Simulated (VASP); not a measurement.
Set up this calculation in VASP 6.6.1, as the native input.

```
Task                   : single point
Functional             : PBE
Potentials or basis    : VASP PAW PBE potentials, release 64 (B, P)
Cutoff                 : 500 eV
k mesh                 : 6 × 6 × 6
Occupations            : gaussian, width 0.1 eV
Spin                   : no spin polarisation
Dipole correction      : no
Further INCAR settings : ALGO = Normal; EDIFF = 1e-06; NBANDS = 15
```

The structure of B3P lies in POSCAR:

```
B3P
1.0
    3.9276286300      0.0000000000      0.0000000000
   -1.9638143200      3.4014261700      0.0000000000
    0.0000000000      0.0000000000      3.3219461100
B P
3 1
Direct
    0.5603524900      0.4396475100      0.5000000000
    0.5603524900      0.1207049800      0.5000000000
    0.8792950200      0.4396475100      0.5000000000
    0.3333333300      0.6666666700      0.0000000000
```

These files were run (other wordings do the same):

INCAR

```
SYSTEM = B3P
  PREC = Accurate
  ENCUT = 500
  EDIFF = 1E-6
  ISMEAR = 0
  SIGMA = 0.1
  LREAL = .False.
  LASPH = .True.
  NELM = 120
  ALGO = Normal
  ISIF = 2
  LWAVE = .False.
  LCHARG = .False.
  GGA = PE
  NBANDS = 15
  GGA_COMPAT = .False.
```

KPOINTS

```
regular mesh
0
Gamma
  6 6 6
  0 0 0
```

Potentials or basis: VASP PAW PBE potentials, release 64 (B, P).

The run is started by

```console
$ cat potpaw_PBE.64/B/POTCAR potpaw_PBE.64/P/POTCAR > POTCAR
$ mpirun -np 1 vasp_std > vasp.out
```

It gave:

The pressure is 59.5 GPa, the largest force is 28.093 eV/Å and the band gap on the k mesh is zero (band 7 reaches 4.87 eV, above the bottom of band 8 at 3.64 eV).

Caveat: forces of over 1 eV/Å act on the atoms, so gaps and moduli don't describe the material at rest.

Run time: 11 s on 1 thread of AMD EPYC 9R45 96-Core Processor (Zen 5) (shared host), peak memory 0.12 GiB.
